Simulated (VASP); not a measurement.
A run of VASP 6.6.1:

Contents of INCAR:

```
SYSTEM = Ga
  PREC = Accurate
  ENCUT = 520
  EDIFF = 1E-7
  ISMEAR = -1
  SIGMA = 0.05
  LREAL = .False.
  LASPH = .True.
  NELM = 80
  ALGO = Fast
  ISIF = 2
  LWAVE = .False.
  LCHARG = .False.
  GGA = RE
  NBANDS = 12
```

File KPOINTS:

```
Automatic mesh
0
Gamma
  10 10 10
  0 0 0
```

POSCAR

```
Ga
1.0
    2.7508614831      0.0000000000      0.0000000000
    0.0000000000      2.7508614831      0.0000000000
    0.0000000000      0.0000000000      2.7508614831
Ga
1
Direct
    0.0000000000      0.0000000000      0.0000000000
```

Potentials or basis: VASP PAW PBE potentials, release 64 (Ga_d).

Command:

```console
$ cat potpaw_PBE.64/Ga_d/POTCAR > POTCAR
$ mpirun -np 1 vasp_std > vasp.out
```

Hardware: 1 thread of Intel(R) Xeon(R) 6975P-C (Granite Rapids), on a shared host.

Estimate the wall time of this run.

Wall time 4.8 s on 1 thread of Intel(R) Xeon(R) 6975P-C (Granite Rapids), with other jobs on the host, peak memory 0.12 GiB. Counts: scf iterations 13, k points 56.
